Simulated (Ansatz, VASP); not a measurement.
# Two plane-wave programs on Ru

```
Ru
1.0
     2.68952    0.00000    0.00000
    -1.34476    2.32920    0.00000
     0.00000    0.00000    4.25192
Ru
2
Direct
  0.33333 0.66667 0.25000
  0.66667 0.33333 0.75000
```

Alike in both runs: task relaxation of cell and atoms; functional PBEsol; k mesh 18 × 18 × 10; occupations fermi-dirac, width 0.15 eV; no spin polarisation.

```csv
,VASP,Ansatz
version,VASP 6.6.1,Ansatz 0.2.0
potentials or method,"VASP PAW PBE potentials, release 64 (Ru_pv), cutoff 600 eV","scalar-relativistic, plane waves, PAW"
valence electrons in the cell,28,32
```

VASP gave:

| Quantity | Value |
| --- | --- |
| gap on the k mesh at the Fermi level, each at its own relaxed structure (eV) | none |
| relaxed volume (Å³/atom) | 13.34 |
| relaxed cell length with the largest relative difference (Å) | 2.691 |

Q: Which values does Ansatz return?

A: gap on the k mesh at the Fermi level, each at its own relaxed structure (eV): none; relaxed volume (Å³/atom): 13.34; relaxed cell length with the largest relative difference (Å): 2.692.

VASP's potentials were made for PBE, not for PBEsol. A gap of «none» marks a metal or a gap that the smearing closes. VASP's potentials hold 28 valence electrons a cell and Ansatz's 32, so a difference there can come from the potentials and not from the codes.
